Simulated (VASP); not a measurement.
Here is a VASP 6.6.1 calculation.

File INCAR:

```
PREC = Accurate
ENCUT = 500
EDIFF = 1E-6
ISMEAR = 0
SIGMA = 0.15
LREAL = F
LASPH = T
NELM = 120
ALGO = Normal
ISIF = 2
LWAVE = F
LCHARG = F
GGA = PS
NBANDS = 16
GGA_COMPAT = F
```

Contents of KPOINTS:

```
regular mesh
0
Gamma
  14 14 8
```

The input POSCAR:

```
InSb
1.0
    2.9754649214      0.0000000000      0.0000000000
    0.0000000000      3.0361886953      0.0000000000
    0.0000000000      0.0000000000      6.3402101410
In Sb
1 1
Direct
    0.0000000000      0.0000000000      0.0000000000
    0.0000000000      0.0000000000      0.5000000000
```

Potentials or basis: VASP PAW PBE potentials, release 64 (In_d, Sb).

Command:

```sh
$ cat potpaw_PBE.64/In_d/POTCAR potpaw_PBE.64/Sb/POTCAR > POTCAR
$ mpirun -np 1 vasp_std > vasp.out
```

**Question.** Estimate the band gap on the k mesh.

**Answer.** Zero (bands 9 and 10 overlap by 6.24 eV).

**Question.** Estimate the pressure.

**Answer.** -0.5 GPa.

Stress tensor (GPa, compression positive):
```
 1.20  0.00  0.00
 0.00  0.62  0.00
 0.00  0.00 -3.36
```

Caveat: the cell differs from its parent crystal (normal strain along x -0.0200, normal strain along z +0.0400); the PAW data sets were made with another functional, which shifts forces and pressure a little; spin-orbit coupling is left out, which moves the levels of the heavy elements.
